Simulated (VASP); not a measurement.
Input of a VASP 6.6.1 run:

INCAR

```
ALGO = Normal
EDIFF = 1E-7
ENCUT = 520
ISIF = 2
ISMEAR = -1
LASPH = T
LCHARG = F
LREAL = F
LWAVE = F
NBANDS = 22
NELM = 100
PREC = Accurate
SIGMA = 0.1
```

Contents of KPOINTS:

```
k-points
0
Gamma
  11 11 16
```

Contents of POSCAR:

```
Pd
1.0
    4.3841719083      0.0000000000      0.0000000000
   -2.1920859542      3.7968042471      0.0000000000
    0.0000000000      0.0000000000      2.6079710407
Pd
3
Direct
    0.0000000000      0.0000000000      0.0000000000
    0.3333333333      0.6666666667      0.5000000000
    0.6666666667      0.3333333333      0.5000000000
```

Potentials or basis: VASP PAW LDA potentials, release 64 (Pd).

Command:

```sh
$ cat potpaw_LDA.64/Pd/POTCAR > POTCAR
$ mpirun -np 1 vasp_std > vasp.out
```

(1) Estimate the band gap on the k mesh.

(2) What does it give for the pressure?

Answers

(1) zero (bands 15 and 16 overlap by 1.04 eV).

(2) 0.3 GPa.
